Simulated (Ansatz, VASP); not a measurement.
## NaH in VASP and in Ansatz

The input INCAR:

```
  ALGO = Normal
  EDIFF = 1E-6
  ENCUT = 520
  GGA = PE
  ISIF = 2
  ISMEAR = 0
  LASPH = True
  LCHARG = False
  LREAL = False
  LWAVE = False
  NBANDS = 11
  NELM = 100
  PREC = Accurate
  SIGMA = 0.01
```

File KPOINTS:

```
k-points
0
Gamma
  6 6 6
```

POSCAR

```
NaH
1.0
    2.9551240000      0.0000000000      0.0000000000
    0.0000000000      2.9551240000      0.0000000000
    0.0000000000      0.0000000000      2.9551240000
Na H
1 1
Direct
    0.0000000000      0.0000000000      0.0000000000
    0.5000000000      0.5000000000      0.5000000000
```

Input for Ansatz:

```yaml
crystal:
  lattice:
    - [2.955124, 0.0, 0.0]
    - [0.0, 2.955124, 0.0]
    - [0.0, 0.0, 2.955124]
  atoms:
    - { symbol: Na, position: [0.0, 0.0, 0.0] }
    - { symbol: H, position: [0.5, 0.5, 0.5] }
basis:
  ecutwfc: 510.0
kpoints:
  mp_grid:
    grid: [6, 6, 6]
hamiltonian:
  xc: pbe
scf:
  occupations:
    method: fixed
output:
  stress: true
```

Alike in both runs: task single point; functional PBE; k mesh 6 × 6 × 6; no spin polarisation.

|  | VASP | Ansatz |
| --- | --- | --- |
| version | VASP 6.6.1 | Ansatz 0.2.0 |
| potentials or method | VASP PAW PBE potentials, release 64 (Na_pv, H), cutoff 520 eV | plane waves, PAW |
| occupations | gaussian, width 0.01 eV | fixed |
| valence electrons in the cell | 8 | 10 |

|  | VASP | Ansatz | Ansatz less VASP |
| --- | --- | --- | --- |
| pressure (GPa) | 0.2 | 0.2 | +0.07 |

VASP's potentials hold 8 valence electrons a cell and Ansatz's 10, so a difference there can come from the potentials and not from the codes.
